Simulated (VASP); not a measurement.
Runs of VASP 6.6.1 on H. The structure is that of space group P4/mmm (No. 123), or close to it. The cells are those of the table. 

| level | spin | cell | k mesh | gap on the mesh (eV) | pressure (GPa) | moment (μB) |
| --- | --- | --- | --- | --- | --- | --- |
| PBE+D4 | off | a = 2.685, b = 2.685, c = 0.993 Å, 1 atom | 8 × 8 × 22 | none | -1.6 | - |
| PBEsol | off | a = 2.650, b = 2.650, c = 0.980 Å, 1 atom | 8 × 8 × 22 | none | 1.4 | - |
| revPBE | off | a = 2.650, b = 2.650, c = 0.980 Å, 1 atom | 8 × 8 × 22 | none | 2.0 | - |
| PBE+D4 | off | a = 2.650, b = 2.650, c = 0.980 Å, 1 atom | 8 × 8 × 22 | none | -0.2 | - |
| PBE | off | a = 2.914, b = 2.914, c = 1.078 Å, 1 atom | 8 × 8 × 18 | none | (a) | - |
| PBE | collinear, zero start | a = 2.650, b = 2.650, c = 0.980 Å, 1 atom | 9 × 3 × 10 | none | (b) | 0.00 |
| PBE | non-collinear, zero start, SOC | a = 2.650, b = 2.650, c = 0.980 Å, 1 atom | 5 × 5 × 12 | - | 2.1 | 0.00 |

Alike in all rows: task single point; potentials or basis VASP PAW PBE potentials, release 64 (H); cutoff (eV) 500; smearing gaussian 0.1 eV.

**Question.** Fill in the values left out.

**Answer.** (a) -6.2; (b) -0.4.

Caveats: some runs use coarse meshes; the PAW data sets were made with another functional, which shifts forces and pressure a little (at least some runs); the cell stands under tension (at least some runs).

A gap of «none» marks levels without a gap at the run's occupations.
